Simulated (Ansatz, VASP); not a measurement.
# One calculation of Mo3S, two programs

```xyz
4
Lattice="3.9133 0.0000 0.0000 0.0000 3.9133 0.0000 0.0000 0.0000 3.9133" Properties=species:S:1:pos:R:3 pbc="T T T"
Mo    0.0000    1.9566    1.9566
Mo    1.9566    0.0000    1.9566
Mo    1.9566    1.9566    0.0000
S     0.0000    0.0000    0.0000
```

Alike in both runs: task relaxation of cell and atoms; functional PBE; k mesh 12 × 12 × 12; occupations gaussian, width 0.1 eV; no spin polarisation.

|  | VASP | Ansatz |
| --- | --- | --- |
| version | VASP 6.6.1 | Ansatz 0.2.0 |
| potentials or method | VASP PAW PBE potentials, release 64 (Mo_sv, S), cutoff 600 eV | scalar-relativistic, plane waves, PAW |
| valence electrons in the cell | 48 | 48 |

```csv
,VASP,Ansatz,Ansatz less VASP
"gap on the k mesh at the Fermi level, each at its own relaxed structure (eV)",none,none,-
relaxed volume (Å³/atom),15.07,15.05,-0.027
relaxed length of the cell vector where the two differ most in proportion (Å),3.921,3.919,-0.0024
```

A gap of «none» marks a metal or a gap that the smearing closes.
